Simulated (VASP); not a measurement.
Input of a VASP 6.6.1 run:

INCAR

```
PREC = Accurate
ENCUT = 600
EDIFF = 1E-6
ISMEAR = 0
SIGMA = 0.1
LREAL = False
LASPH = True
NELM = 100
ALGO = Normal
ISIF = 3
LWAVE = False
LCHARG = False
GGA = PE
IBRION = 2
NSW = 100
EDIFFG = -0.01
```

The input KPOINTS:

```
Automatic mesh
0
Gamma
  8 8 8
```

POSCAR

```
GaB12
1.0
    4.9980485550      0.0000000000      0.0000000000
    0.0000000000      4.9980485550      0.0000000000
    0.0000000000      0.0000000000      4.9980485550
Ga B
1 12
Direct
    0.5000000000      0.5000000000      0.5000000000
    0.2472276079      0.5000000000      0.0000000000
    0.7527723921      0.5000000000      0.0000000000
    0.0000000000      0.2472276079      0.5000000000
    0.0000000000      0.7527723921      0.5000000000
    0.5000000000      0.0000000000      0.2472276079
    0.5000000000      0.0000000000      0.7527723921
    0.5000000000      0.2472276079      0.0000000000
    0.5000000000      0.7527723921      0.0000000000
    0.2472276079      0.0000000000      0.5000000000
    0.7527723921      0.0000000000      0.5000000000
    0.0000000000      0.5000000000      0.7527723921
    0.0000000000      0.5000000000      0.2472276079
```

Potentials or basis: VASP PAW PBE potentials, release 64 (Ga_d, B).

Command:

```bash
$ cat potpaw_PBE.64/Ga_d/POTCAR potpaw_PBE.64/B/POTCAR > POTCAR
$ mpirun -np 1 vasp_std > vasp.out
```

(1) Estimate the relaxed cell.

(2) Predict the space group after relaxing (to 0.05 Å).

(3) Estimate the relaxed volume.

Answers

(1) a = 4.998 Å, b = 4.998 Å, c = 4.998 Å, α = 90.00°, β = 90.00°, γ = 90.00°.

(2) Pm-3m (No. 221).

(3) 9.60 Å³/atom.
